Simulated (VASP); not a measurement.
# Ge (Pm-3m) in VASP: single point with PBE

Aim: the single point of Ge with PBE.

Everything below comes from runs of VASP 6.6.1. Logs are shortened: lines on timing, memory, paths and dates and some standing lists are left out, and cuts for length are marked.

### Step 1. The cell of the first run

It takes space group Pm-3m (No. 221, cubic). Conventional cell: a = 2.711 Å, b = 2.711 Å, c = 2.711 Å, α = 90.00°, β = 90.00°, γ = 90.00°. Ge (site symmetry m-3m) has 6 Ge at 2.71 Å within 3.6 Å.

### Step 2. Single point, PBE

INCAR reads:

```
PREC     = Accurate       # precision mode
ENCUT    = 500            # plane-wave cutoff, eV
EDIFF    = 1E-6           # SCF threshold, eV
ISMEAR   = 0              # smearing method
SIGMA    = 0.2            # smearing width, eV
LREAL    = False          # projectors in reciprocal space
LASPH    = True           # aspherical terms in the spheres
NELM     = 120            # most SCF steps
ALGO     = Normal         # electronic algorithm
ISIF     = 2              # what is computed and relaxed
LWAVE    = False          # write WAVECAR
LCHARG   = False          # write CHGCAR
GGA      = PE             # functional
NBANDS   = 66             # bands
GGA_COMPAT= False
```

KPOINTS reads:

```
Automatic mesh
0
Gamma
  4 4 4
```

POSCAR reads:

```
Ge
1.0
    5.4222226243      0.0000000000      0.0000000000
    0.0000000000      5.4222226243      0.0000000000
    0.0000000000      0.0000000000      5.4222231162
Ge
8
Direct
    0.0000000000      0.0000000000      0.2500000000
    0.0000000000      0.0000000000      0.7500000000
    0.0000000000      0.5000000000      0.2500000000
    0.0000000000      0.5000000000      0.7500000000
    0.5000000000      0.0000000000      0.2500000000
    0.5000000000      0.0000000000      0.7500000000
    0.5000000000      0.5000000000      0.2500000000
    0.5000000000      0.5000000000      0.7500000000
```

Potentials or basis: VASP PAW PBE potentials, release 64 (Ge_d).

Launch:

```
> cat potpaw_PBE.64/Ge_d/POTCAR > POTCAR
> mpirun -np 1 vasp_std > vasp.out
```

OUTCAR:

```text
PREC = Accurate
   ENCUT = 500
   EDIFF = 1E-6
   ISMEAR = 0
   LREAL = False
   LASPH = True
   NELM = 120
   ISIF = 2
   GGA = PE

 ion  position               nearest neighbor table
   1  0.000  0.000  0.250-   3 2.71   5 2.71   3 2.71   5 2.71   2 2.71   2 2.71
   2  0.000  0.000  0.750-   4 2.71   6 2.71   4 2.71   6 2.71   1 2.71   1 2.71
   3  0.000  0.500  0.250-   1 2.71   7 2.71   1 2.71   7 2.71   4 2.71   4 2.71
   4  0.000  0.500  0.750-   2 2.71   8 2.71   2 2.71   8 2.71   3 2.71   3 2.71
   5  0.500  0.000  0.250-   1 2.71   7 2.71   7 2.71   1 2.71   6 2.71   6 2.71
   6  0.500  0.000  0.750-   2 2.71   8 2.71   8 2.71   2 2.71   5 2.71   5 2.71
   7  0.500  0.500  0.250-   3 2.71   5 2.71   5 2.71   3 2.71   8 2.71   8 2.71
   8  0.500  0.500  0.750-   4 2.71   6 2.71   6 2.71   4 2.71   7 2.71   7 2.71

  LATTYP: Found a simple cubic cell.
 ALAT       =     5.4222226243

  Lattice vectors:

 A1 = (   5.4222226243,   0.0000000000,   0.0000000000)
 A2 = (   0.0000000000,   5.4222226243,   0.0000000000)
 A3 = (   0.0000000000,   0.0000000000,   5.4222231162)

Analysis of symmetry for initial positions (statically):
=====================================================================
 Subroutine PRICEL returns following result:

  LATTYP: Found a simple cubic cell.
 ALAT       =     2.7111113121

  Lattice vectors:

 A1 = (   2.7111113121,   0.0000000000,   0.0000000000)
 A2 = (   0.0000000000,   2.7111113121,   0.0000000000)
 A3 = (   0.0000000000,   0.0000000000,   2.7111115581)

   8 primitive cells build up your supercell.

 Routine SETGRP: Setting up the symmetry group for a
 simple cubic supercell.

 Subroutine GETGRP returns: Found 48 space group operations
 (whereof 16 operations were pure point group operations)
 out of a pool of 48 trial point group operations.

The static configuration has the point symmetry D_4h.
 The point group associated with its full space group is O_h .

Analysis of symmetry for dynamics (positions and initial velocities):
=====================================================================
 Subroutine PRICEL returns following result:

  LATTYP: Found a simple cubic cell.
 ALAT       =     2.7111113121

  Lattice vectors:

 A1 = (   2.7111113121,   0.0000000000,   0.0000000000)
 A2 = (   0.0000000000,   2.7111113121,   0.0000000000)
 A3 = (   0.0000000000,   0.0000000000,   2.7111115581)

   8 primitive cells build up your supercell.

 Routine SETGRP: Setting up the symmetry group for a
 simple cubic supercell.

 Subroutine GETGRP returns: Found 48 space group operations
 (whereof 16 operations were pure point group operations)
 out of a pool of 48 trial point group operations.

The dynamic configuration has the point symmetry D_4h.
 The point group associated with its full space group is O_h .

 Subroutine INISYM returns: Found 48 space group operations
 (whereof 16 operations are pure point group operations),
 and found     8 'primitive' translations

----------------------------------------------------------------------------------------

                                     Primitive cell

  volume of cell :      19.9270

  direct lattice vectors                    reciprocal lattice vectors
     2.711111312  0.000000000  0.000000000     0.368852432  0.000000000  0.000000000
     0.000000000  2.711111312  0.000000000     0.000000000  0.368852432  0.000000000
     0.000000000  0.000000000  2.711111558     0.000000000  0.000000000  0.368852398

  length of vectors
     2.711111312  2.711111312  2.711111558     0.368852432  0.368852432  0.368852398

  position of ions in fractional coordinates (direct lattice)
     0.000000000  0.000000000  0.500000000

  ion indices of the primitive-cell ions
   primitive index   ion index
                 1           1

----------------------------------------------------------------------------------------

 KPOINTS: Automatic mesh

Automatic generation of k-mesh.
 Grid dimensions read from file:
 generate k-points for:    4    4    4

 Generating k-lattice:

  Cartesian coordinates                     Fractional coordinates (reciprocal lattice)
     0.046106554  0.000000000  0.000000000     0.250000000  0.000000000  0.000000000
     0.000000000  0.046106554  0.000000000     0.000000000  0.250000000  0.000000000
     0.000000000  0.000000000  0.046106550     0.000000000  0.000000000  0.250000000

  Length of vectors
     0.046106554  0.046106554  0.046106550

  Shift w.r.t. Gamma in fractional coordinates (k-lattice)
     0.000000000  0.000000000  0.000000000

 Subroutine IBZKPT returns following result:
 ===========================================

 Found     10 irreducible k-points:

 Following reciprocal coordinates:
            Coordinates               Weight
  0.000000  0.000000  0.000000      1.000000
  0.250000  0.000000  0.000000      6.000000
  0.500000  0.000000  0.000000      3.000000
  0.250000  0.250000  0.000000     12.000000
  0.500000  0.250000  0.000000     12.000000
  0.500000  0.500000  0.000000      3.000000
  0.250000  0.250000  0.250000      8.000000
  0.500000  0.250000  0.250000     12.000000
  0.500000  0.500000  0.250000      6.000000
  0.500000  0.500000  0.500000      1.000000
   k-points           NKPTS =     10   k-points in BZ     NKDIM =     10   number of bands    NBANDS=     66
   number of dos      NEDOS =    301   number of ions     NIONS =      8
   total plane-waves  NPLWV =  64000
   dimension x,y,z NGX =    40 NGY =   40 NGZ =   40
   dimension x,y,z NGXF=    80 NGYF=   80 NGZF=   80
   ions per type =               8
   NGX,Y,Z   is equivalent  to a cutoff of  12.26, 12.26, 12.26 a.u.
   NGXF,Y,Z  is equivalent  to a cutoff of  24.53, 24.53, 24.53 a.u.
 SYSTEM =  unknown system
   PREC   = accura    normal or accurate (medium, high low for compatibility)
   ISTART =      0    job   : 0-new  1-cont  2-samecut
   ICHARG =      2    charge: 1-file 2-atom 10-const
   ISPIN  =      1    spin polarized calculation?
   LNONCOLLINEAR =      F non collinear calculations
   LSORBIT =      F    spin-orbit coupling
   LASPH  =      T    aspherical Exc in radial PAW
   ENCUT  =  500.0 eV  36.75 Ry    6.06 a.u.   9.89  9.89  9.89*2*pi/ulx,y,z
   NELM   =    120;   NELMIN=  2; NELMDL= -5     # of ELM steps
   EDIFF  = 0.1E-05   stopping-criterion for ELM
   LREAL  =      F    real-space projection
   EDIFFG = 0.1E-04   stopping-criterion for IOM
   NSW    =      0    number of steps for IOM
   IBRION =     -1    ionic relax: 0-MD 1-quasi-New 2-CG
   NFREE  =      0    steps in history (QN), initial steepest desc. (CG)
   ISIF   =      2    stress and relaxation
   ISYM   =      2    0-nonsym 1-usesym 2-fastsym
   POTIM  = 0.5000    time-step for ionic-motion
   TEBEG  =    0.0;   TEEND  =   0.0 temperature during run
   PSTRESS=    0.0 pullay stress
   NELECT =     112.0000    total number of electrons
   NUPDOWN=      -1.0000    fix difference up-down
   EMIN   =  10.00;   EMAX   =-10.00  energy-range for DOS
   EFERMI =   0.00;   METHOD = LEGACY
   ISMEAR =     0;   SIGMA  =   0.20  broadening in eV -4-tet -1-fermi 0-gaus
   EFERMI_NEDOS =   21; number of points for ismear=-14 and -15
   IALGO  =     38    algorithm
   IMIX   =      4    mixing-type and parameters
     AMIX     =   0.40;   BMIX     =  1.00
     AMIX_MAG =   1.60;   BMIX_MAG =  1.00
  volume/ion in A,a.u.               =      19.93       134.47
  Fermi-wavevector in a.u.,A,eV,Ry     =   1.455359  2.750230 28.818091  2.118070
  Thomas-Fermi vector in A             =   2.572403
   LORBIT       =      0    0 simple, 1 ext, 2 COOP (PROOUT), +10 PAW based schemes
   GGA     = PE    functional components
   LHFCALC =     F    Hartree Fock is set to
   AEXX    =    0.0000 exact exchange contribution
   IVDW    =     0    specifies the selected vdW correction
   LEPSILON=     F    determine dielectric tensor
   LRPA    =     F    only Hartree local field effects (RPA)
 non-spin polarized calculation
 Gauss-broadening in eV      SIGMA  =   0.20
  energy-cutoff  :      500.00
  volume of cell :      159.42
 maximum number of plane-waves:      4076
 NGX is ok and might be reduce to    40
   NGX = 19   NGY = 19   NGZ = 19

 number of electron     111.9999755 magnetization

 Free energy of the ion-electron system (eV)
  ---------------------------------------------------
  ext. energy  EPLUGINS =         0.00000000
  ---------------------------------------------------
  free energy    TOTEN  =       -33.90186513 eV

  energy without entropy =      -33.80095149  energy(sigma->0) =      -33.85140831

 E-fermi :   5.8788     XC(G=0): -10.9051

 val. band max:        5.6830575745   @ k =   0.5000   0.2500   0.0000
 cond. band min:       5.9590091190   @ k =   0.5000   0.2500   0.2500
 fundamental gap:      0.2759515446
 Fermi energy:         5.8787901831

 k-point     1 :       0.0000    0.0000    0.0000
  band No.  band energies     occupation
      1     -18.7428      2.00000
      2     -18.7428      2.00000
      3     -18.7296      2.00000
      4     -18.7296      2.00000
      5     -18.7296      2.00000
      6     -18.6546      2.00000
[... 58 lines left out ...]
     65      12.5067      0.00000
     66      12.5299      0.00000

 k-point     2 :       0.2500    0.0000    0.0000
  band No.  band energies     occupation
      1     -18.7409      2.00000
      2     -18.7315      2.00000
      3     -18.7148      2.00000
      4     -18.7096      2.00000
      5     -18.7096      2.00000
      6     -18.6526      2.00000
[... 58 lines left out ...]
     65      11.6438      0.00000
     66      12.5239      0.00000

 k-point     3 :       0.5000    0.0000    0.0000
  band No.  band energies     occupation
      1     -18.7362      2.00000
      2     -18.7362      2.00000
      3     -18.6714      2.00000
      4     -18.6714      2.00000
      5     -18.6714      2.00000
      6     -18.6714      2.00000
[... 472 lines left out ...]
     65       9.7565      0.00000
     66       9.7565      0.00000

 k-point    10 :       0.5000    0.5000    0.5000
  band No.  band energies     occupation
      1     -18.5869      2.00000
      2     -18.5869      2.00000
      3     -18.5869      2.00000
      4     -18.5869      2.00000
      5     -18.5869      2.00000
      6     -18.5869      2.00000
[... 58 lines left out ...]
     65       8.7763      0.00000
     66       8.7763      0.00000

------------------------ aborting loop because EDIFF is reached ----------------------------------------

  FORCE on cell =-STRESS in cart. coord.  units (eV):
  Direction    XX          YY          ZZ          XY          YZ          ZX
  --------------------------------------------------------------------------------------
  -------------------------------------------------------------------------------------
  Total        0.9778788      0.9778788      0.9778790      0.0000000      0.0000000      0.0000000
  in kB        9.8279638      9.8279638      9.8279656      0.0000000      0.0000000      0.0000000
  external PRESSURE =       9.8279644 kB  Pullay stress =       0.0000000 kB

 VOLUME and BASIS-vectors are now :
 -----------------------------------------------------------------------------
  energy-cutoff  :      500.00
  volume of cell :      159.42
      direct lattice vectors                 reciprocal lattice vectors
     5.422222624  0.000000000  0.000000000     0.184426216  0.000000000  0.000000000
     0.000000000  5.422222624  0.000000000     0.000000000  0.184426216  0.000000000
     0.000000000  0.000000000  5.422223116     0.000000000  0.000000000  0.184426199

 POSITION                                       TOTAL-FORCE (eV/Angst)
 -----------------------------------------------------------------------------------
      0.00000      0.00000      1.35556         0.000000      0.000000     -0.000000
      0.00000      0.00000      4.06667         0.000000     -0.000000     -0.000000
      0.00000      2.71111      1.35556        -0.000000     -0.000000     -0.000000
      0.00000      2.71111      4.06667         0.000000      0.000000     -0.000000
      2.71111      0.00000      1.35556        -0.000000      0.000000      0.000000
      2.71111      0.00000      4.06667        -0.000000     -0.000000      0.000000
      2.71111      2.71111      1.35556        -0.000000     -0.000000      0.000000
      2.71111      2.71111      4.06667         0.000000      0.000000      0.000000
 -----------------------------------------------------------------------------------
    total drift:                               -0.000000      0.000000     -0.000000

  FREE ENERGIE OF THE ION-ELECTRON SYSTEM (eV)
  ---------------------------------------------------
  free  energy   TOTEN  =       -33.9018651267 eV

  energy  without entropy=      -33.8009514922  energy(sigma->0) =      -33.85140831
```

Wall time 31 s (1 thread of Intel Xeon 6975P-C (Granite Rapids), shared host); peak memory 0.26 GiB.

What came out:

* Free energy: -33.9019 eV
* Pressure: 1.0 GPa
* Band gap on the k mesh: zero (band 56 reaches 7.23 eV, above the bottom of band 57 at 5.17 eV)
